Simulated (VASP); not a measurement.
# Ge (I4_1/amd) in VASP: notebook, part 2 of 2

VASP 6.6.1.

## (5) Single point, LDA (strain +0.080 along x and y, -0.080 along z)

Input file INCAR:

```
SYSTEM = Ge
PREC = Accurate ; ENCUT = 520
EDIFF = 1E-6 ; ISMEAR = 0
SIGMA = 0.15 ; LREAL = .False.
LASPH = .True. ; NELM = 60
ALGO = Normal ; ISIF = 2
LWAVE = .False. ; LCHARG = .False.
NBANDS = 21
```

Input file KPOINTS:

```
Automatic mesh
0
Gamma
  14 14 14
  0 0 0
```

Input file POSCAR:

```
Ge
1.0
    0.0000000000      3.0550716000      2.6024684000
    3.0550716000      0.0000000000      2.6024684000
    3.0550716000      3.0550716000      0.0000000000
Ge
2
Direct
    0.5000000000      0.5000000000      0.5000000000
    0.7500000000      0.7500000000      0.7500000000
```

Potentials or basis: VASP PAW LDA potentials, release 64 (Ge_d).

The run is started by

```bash
cat potpaw_LDA.64/Ge_d/POTCAR > POTCAR
mpirun -np 1 vasp_std > vasp.out
```

OUTCAR:

```text
SYSTEM = Ge
   PREC = Accurate
   ENCUT = 520
   EDIFF = 1E-6
   ISMEAR = 0
   LREAL = .False.
   LASPH = .True.
   NELM = 60
   ISIF = 2

 ion  position               nearest neighbor table
   1  0.500  0.500  0.500-   2 2.52   2 2.52   2 2.52   2 2.52
   2  0.750  0.750  0.750-   1 2.52   1 2.52   1 2.52   1 2.52

  LATTYP: Found a body centered tetragonal cell.
 ALAT       =     4.3205236907
 C/A-ratio  =     1.2047004420

  Lattice vectors:

 A1 = (   0.0000000000,  -3.0550716000,  -2.6024684000)
 A2 = (   0.0000000000,   3.0550716000,  -2.6024684000)
 A3 = (   3.0550716000,   0.0000000000,   2.6024684000)

Analysis of symmetry for initial positions (statically):
=====================================================================
 Subroutine PRICEL returns:
 Original cell was already a primitive cell.

 Routine SETGRP: Setting up the symmetry group for a
 body centered tetragonal supercell.

 Subroutine GETGRP returns: Found 16 space group operations
 (whereof  8 operations were pure point group operations)
 out of a pool of 16 trial point group operations.

The static configuration has the point symmetry D_2d.
 The point group associated with its full space group is D_4h.

Analysis of symmetry for dynamics (positions and initial velocities):
=====================================================================
 Subroutine PRICEL returns:
 Original cell was already a primitive cell.

 Routine SETGRP: Setting up the symmetry group for a
 body centered tetragonal supercell.

 Subroutine GETGRP returns: Found 16 space group operations
 (whereof  8 operations were pure point group operations)
 out of a pool of 16 trial point group operations.

The dynamic configuration has the point symmetry D_2d.
 The point group associated with its full space group is D_4h.

 Subroutine INISYM returns: Found 16 space group operations
 (whereof  8 operations are pure point group operations),
 and found     1 'primitive' translations

----------------------------------------------------------------------------------------

                                     Primitive cell

  volume of cell :      48.5801

  direct lattice vectors                    reciprocal lattice vectors
     0.000000000  3.055071600  2.602468400    -0.163662285  0.163662285  0.192125292
     3.055071600  0.000000000  2.602468400     0.163662285 -0.163662285  0.192125292
     3.055071600  3.055071600  0.000000000     0.163662285  0.163662285 -0.192125292

  length of vectors
     4.013266033  4.013266033  4.320523691     0.300803615  0.300803615  0.300803615

  position of ions in fractional coordinates (direct lattice)
     0.500000000  0.500000000  0.500000000
     0.750000000  0.750000000  0.750000000

  ion indices of the primitive-cell ions
   primitive index   ion index
                 1           1
                 2           2

----------------------------------------------------------------------------------------

 KPOINTS: Automatic mesh

Automatic generation of k-mesh.
 Grid dimensions read from file:
 generate k-points for:   14   14   14

 Generating k-lattice:

  Cartesian coordinates                     Fractional coordinates (reciprocal lattice)
    -0.011690163  0.011690163  0.013723235     0.071428571  0.000000000  0.000000000
     0.011690163 -0.011690163  0.013723235     0.000000000  0.071428571  0.000000000
     0.011690163  0.011690163 -0.013723235    -0.000000000 -0.000000000  0.071428571

  Length of vectors
     0.021485973  0.021485973  0.021485973

  Shift w.r.t. Gamma in fractional coordinates (k-lattice)
     0.000000000  0.000000000  0.000000000

 Subroutine IBZKPT returns following result:
 ===========================================

 Found    244 irreducible k-points:

 Following reciprocal coordinates:
            Coordinates               Weight
  0.000000  0.000000  0.000000      1.000000
  0.071429 -0.000000  0.000000      8.000000
  0.142857  0.000000  0.000000      8.000000
  0.214286  0.000000  0.000000      8.000000
  0.285714  0.000000  0.000000      8.000000
  0.357143  0.000000  0.000000      8.000000
[... 16 lines left out ...]
  0.214286  0.142857  0.000000      8.000000
  0.285714  0.142857  0.000000      8.000000
 [... further k-points ...]
   k-points           NKPTS =    244   k-points in BZ     NKDIM =    244   number of bands    NBANDS=     21
   number of dos      NEDOS =    301   number of ions     NIONS =      2
   total plane-waves  NPLWV =  28800
   dimension x,y,z NGX =    30 NGY =   30 NGZ =   32
   dimension x,y,z NGXF=    60 NGYF=   60 NGZF=   64
   ions per type =               2
   NGX,Y,Z   is equivalent  to a cutoff of  12.43, 12.43, 12.31 a.u.
   NGXF,Y,Z  is equivalent  to a cutoff of  24.85, 24.85, 24.63 a.u.
 SYSTEM =  Ge
   PREC   = accura    normal or accurate (medium, high low for compatibility)
   ISTART =      0    job   : 0-new  1-cont  2-samecut
   ICHARG =      2    charge: 1-file 2-atom 10-const
   ISPIN  =      1    spin polarized calculation?
   LNONCOLLINEAR =      F non collinear calculations
   LSORBIT =      F    spin-orbit coupling
   LASPH  =      T    aspherical Exc in radial PAW
   ENCUT  =  520.0 eV  38.22 Ry    6.18 a.u.   7.46  7.46  8.03*2*pi/ulx,y,z
   NELM   =     60;   NELMIN=  2; NELMDL= -5     # of ELM steps
   EDIFF  = 0.1E-05   stopping-criterion for ELM
   LREAL  =      F    real-space projection
   EDIFFG = 0.1E-04   stopping-criterion for IOM
   NSW    =      0    number of steps for IOM
   IBRION =     -1    ionic relax: 0-MD 1-quasi-New 2-CG
   NFREE  =      0    steps in history (QN), initial steepest desc. (CG)
   ISIF   =      2    stress and relaxation
   ISYM   =      2    0-nonsym 1-usesym 2-fastsym
   POTIM  = 0.5000    time-step for ionic-motion
   TEBEG  =    0.0;   TEEND  =   0.0 temperature during run
   PSTRESS=    0.0 pullay stress
   NELECT =      28.0000    total number of electrons
   NUPDOWN=      -1.0000    fix difference up-down
   EMIN   =  10.00;   EMAX   =-10.00  energy-range for DOS
   EFERMI =   0.00;   METHOD = LEGACY
   ISMEAR =     0;   SIGMA  =   0.15  broadening in eV -4-tet -1-fermi 0-gaus
   EFERMI_NEDOS =   21; number of points for ismear=-14 and -15
   IALGO  =     38    algorithm
   IMIX   =      4    mixing-type and parameters
     AMIX     =   0.40;   BMIX     =  1.00
     AMIX_MAG =   1.60;   BMIX_MAG =  1.00
  volume/ion in A,a.u.               =      24.29       163.92
  Fermi-wavevector in a.u.,A,eV,Ry     =   1.362411  2.574583 25.254635  1.856163
  Thomas-Fermi vector in A             =   2.488903
   LORBIT       =      0    0 simple, 1 ext, 2 COOP (PROOUT), +10 PAW based schemes
   GGA     = CA    functional components
   LHFCALC =     F    Hartree Fock is set to
   AEXX    =    0.0000 exact exchange contribution
   IVDW    =     0    specifies the selected vdW correction
   LEPSILON=     F    determine dielectric tensor
   LRPA    =     F    only Hartree local field effects (RPA)
 non-spin polarized calculation
 Gauss-broadening in eV      SIGMA  =   0.15
  energy-cutoff  :      520.00
  volume of cell :       48.58
 maximum number of plane-waves:      1331
 NGX is ok and might be reduce to    30
   NGX = 15   NGY = 15   NGZ = 17

 number of electron      28.0000002 magnetization

 Free energy of the ion-electron system (eV)
  ---------------------------------------------------
  ext. energy  EPLUGINS =         0.00000000
  ---------------------------------------------------
  free energy    TOTEN  =       -10.18194022 eV

  energy without entropy =      -10.17894310  energy(sigma->0) =      -10.18044166

 E-fermi :   3.9926     XC(G=0):  -9.9874

 val. band max:        3.9809861743   @ k =   0.2857   0.2857   0.0000
 cond. band min:       3.9932449853   @ k =   0.1429   0.0000   0.0714
 fundamental gap:      0.0122588110
 Fermi energy:         3.9926158198

 k-point     1 :       0.0000    0.0000    0.0000
  band No.  band energies     occupation
      1     -20.8148      2.00000
      2     -20.7827      2.00000
      3     -20.7827      2.00000
      4     -20.7672      2.00000
      5     -20.7578      2.00000
      6     -20.6185      2.00000
[... 13 lines left out ...]
     20      12.0023      0.00000
     21      13.5255      0.00000

 k-point     2 :       0.0714   -0.0000    0.0000
  band No.  band energies     occupation
      1     -20.8152      2.00000
      2     -20.7857      2.00000
      3     -20.7855      2.00000
      4     -20.7628      2.00000
      5     -20.7536      2.00000
      6     -20.6272      2.00000
[... 520 lines left out ...]
 k-point    24 :       0.2857    0.1429    0.0000
  band No.  band energies     occupation
      1     -20.8101      2.00000
      2     -20.7906      2.00000
      3     -20.7816      2.00000
      4     -20.7414      2.00000
      5     -20.7348      2.00000
      6     -20.6440      2.00000
[... 13 lines left out ...]
     20      13.2760      0.00000
     21      13.3593      0.00000

 [... further k-points ...]
[... 5 lines left out ...]
  --------------------------------------------------------------------------------------
  -------------------------------------------------------------------------------------
  Total       -2.3393629     -2.3393629     -0.0711012      0.0000000     -0.0000000      0.0000000
  in kB      -77.1524866    -77.1524866     -2.3449271      0.0000000     -0.0000000      0.0000000
  external PRESSURE =     -52.2166334 kB  Pullay stress =       0.0000000 kB

 VOLUME and BASIS-vectors are now :
 -----------------------------------------------------------------------------
  energy-cutoff  :      520.00
  volume of cell :       48.58
      direct lattice vectors                 reciprocal lattice vectors
     0.000000000  3.055071600  2.602468400    -0.163662285  0.163662285  0.192125292
     3.055071600  0.000000000  2.602468400     0.163662285 -0.163662285  0.192125292
     3.055071600  3.055071600  0.000000000     0.163662285  0.163662285 -0.192125292

 POSITION                                       TOTAL-FORCE (eV/Angst)
 -----------------------------------------------------------------------------------
      3.05507      3.05507      2.60247        -0.000000     -0.000000     -0.000000
      4.58261      4.58261      3.90370         0.000000      0.000000      0.000000
 -----------------------------------------------------------------------------------
    total drift:                                0.000000     -0.000000     -0.000000

  FREE ENERGIE OF THE ION-ELECTRON SYSTEM (eV)
  ---------------------------------------------------
  free  energy   TOTEN  =       -10.1819402236 eV

  energy  without entropy=      -10.1789430968  energy(sigma->0) =      -10.18044166
```

OSZICAR:

```text
N       E                     dE             d eps       ncg     rms          rms(c)
DAV:   1     0.194285565048E+03    0.19429E+03   -0.14780E+04 11427   0.349E+03
DAV:   2     0.183894421693E+02   -0.17590E+03   -0.17055E+03 10318   0.617E+02
DAV:   3    -0.934263304388E+01   -0.27732E+02   -0.27559E+02 11948   0.145E+02
DAV:   4    -0.103012851649E+02   -0.95865E+00   -0.95819E+00 11428   0.315E+01
DAV:   5    -0.103173128461E+02   -0.16028E-01   -0.16027E-01 11728   0.452E+00    0.287E+00
DAV:   6    -0.102268853445E+02    0.90428E-01   -0.30321E-02 11714   0.181E+00    0.164E+00
DAV:   7    -0.101813398978E+02    0.45545E-01   -0.59366E-02 10618   0.208E+00    0.127E-01
DAV:   8    -0.101819049650E+02   -0.56507E-03   -0.59438E-03 11831   0.105E+00    0.515E-02
DAV:   9    -0.101819430382E+02   -0.38073E-04   -0.89540E-05 11990   0.891E-02    0.129E-02
DAV:  10    -0.101819401246E+02    0.29136E-05   -0.12745E-05 14150   0.542E-02    0.472E-03
DAV:  11    -0.101819402236E+02   -0.99029E-07   -0.74627E-07  6915   0.799E-03
   1 F= -.10181940E+02 E0= -.10180442E+02  d E =-.299713E-02
```

Wall time 2.3 min (1 thread of Intel Xeon 6975P-C (Granite Rapids), shared host); peak memory 0.29 GiB.

What came out:

* Free energy: -10.1819 eV
* Pressure: -5.2 GPa
* Band gap on the k mesh: zero (band 14 reaches 4.36 eV, above the bottom of band 15 at 3.62 eV)

Stress tensor (GPa, compression positive):
```
-7.72  0.00  0.00
 0.00 -7.72  0.00
 0.00  0.00 -0.23
```

Caveat: the cell differs from its parent crystal (strain +0.080 along x and y, -0.080 along z).

## (6) Summary

| cell | gap on the mesh (eV) | pressure (GPa) |
| --- | --- | --- |
| a = 3.844, b = 3.844, c = 3.680 Å, angles 61.4, 61.4, 57.2°, 2 atoms | none | 15.1 |
| a = 4.013, b = 4.013, c = 3.680 Å, angles 62.7, 62.7, 54.6°, 2 atoms | none | 6.0 |
| a = 3.844, b = 3.844, c = 4.000 Å, angles 58.6, 58.6, 62.7°, 2 atoms | none | 5.6 |
| a = 4.013, b = 4.013, c = 4.321 Å, angles 57.4, 57.4, 65.1°, 2 atoms | none | -5.2 |

Alike in all rows: task single point; level LDA; potentials or basis VASP PAW LDA potentials, release 64 (Ge_d); no spin polarisation; k mesh 14 × 14 × 14; cutoff (eV) 520; smearing gaussian 0.15 eV.

Absolute energies hang on the potentials; compare differences alone.
